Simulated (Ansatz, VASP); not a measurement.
## Two plane-wave programs on TiO2

Contents of INCAR:

```
SYSTEM = TiO2
ALGO = Normal
EDIFF = 1E-6
ENCUT = 520
GGA = PE
ISIF = 2
ISMEAR = 0
ISPIN = 2
LASPH = .True.
LCHARG = .True.
LDAU = .True.
LDAUJ = 0 0
LDAUL = 2 -1
LDAUPRINT = 1
LDAUTYPE = 2
LDAUU = 4 0
LELF = .True.
LMAXMIX = 4
LORBIT = 11
LREAL = .False.
LVHAR = .True.
LWAVE = .False.
MAGMOM = 1 1 0 0 0 0
NBANDS = 37
NELM = 150
PREC = Accurate
SIGMA = 0.1
```

File KPOINTS:

```
k-points
0
Gamma
  4 4 6
  0 0 0
```

POSCAR

```
TiO2
1.0
    4.5922000000      0.0000000000      0.0000000000
    0.0000000000      4.5922000000      0.0000000000
    0.0000000000      0.0000000000      2.9574000000
Ti O
2 4
Direct
    0.0000000000      0.0000000000      0.0000000000
    0.5000000000      0.5000000000      0.5000000000
    0.3049600000      0.3049600000      0.0000000000
    0.1950400000      0.8049600000      0.5000000000
    0.6950400000      0.6950400000      0.0000000000
    0.8049600000      0.1950400000      0.5000000000
```

Input for Ansatz:

```yaml
crystal:
  lattice:
    - [4.5922, 0.0, 0.0]
    - [0.0, 4.5922, 0.0]
    - [0.0, 0.0, 2.9574]
  atoms:
    - { symbol: Ti, position: [0.0, 0.0, 0.0], spin: 1.0 }
    - { symbol: Ti, position: [0.5, 0.5, 0.5], spin: 1.0 }
    - { symbol: O, position: [0.30496, 0.30496, 0.0] }
    - { symbol: O, position: [0.19504, 0.80496, 0.5] }
    - { symbol: O, position: [0.69504, 0.69504, 0.0] }
    - { symbol: O, position: [0.80496, 0.19504, 0.5] }
basis:
  ecutwfc: 420
kpoints:
  mp_grid: { grid: [4, 4, 6] }
hamiltonian:
  xc: pbe
  hubbard: { sites: [{ species: Ti, l: d, u_eff: 4.0 }] }
scf:
  occupations: { method: gaussian, width: 0.1 }
  lower_state_search: "off"
output:
  forces: true
  stress: true
  eigenvalues: true
  populations: true
magnetization:
  spin_polarized: true
```

Alike in both runs: task single point; functional PBE; k mesh 4 × 4 × 6; occupations gaussian, width 0.1 eV; collinear spin; Hubbard terms Ti d U = 4.0 eV.

|  | VASP | Ansatz |
| --- | --- | --- |
| version | VASP 6.6.1 | Ansatz 0.2.0 |
| potentials or method | VASP PAW PBE potentials, release 64 (Ti_sv, O), cutoff 520 eV | scalar-relativistic, plane waves, PAW |
| valence electrons in the cell | 48 | 48 |

VASP gave:

| Item | Value |
| --- | --- |
| gap on the k mesh at the Fermi level (eV) | 2.39 |
| least direct gap on the mesh (eV) | 2.39 |
| pressure (GPa) | 13.6 |
| traceless stress, the component that is largest in VASP (GPa) | 3.20 |
| rms of the force components (eV/Å) | 0.119 |
| net moment per atom (μB) | 0.00 |

Q: Which values does Ansatz return?

A: gap on the k mesh at the Fermi level (eV): 2.34; least direct gap on the mesh (eV): 2.38; pressure (GPa): 9.0; traceless stress, the component that is largest in VASP (GPa): 2.58; rms of the force components (eV/Å): 0.045; net moment per atom (μB): 0.00.

The programs project onto different local orbitals, so the same U acts differently, and such runs can settle in different states. Atom by atom the forces differ by 0.074 eV/Å (rms over components). Ansatz's warnings: seeded moment not kept.
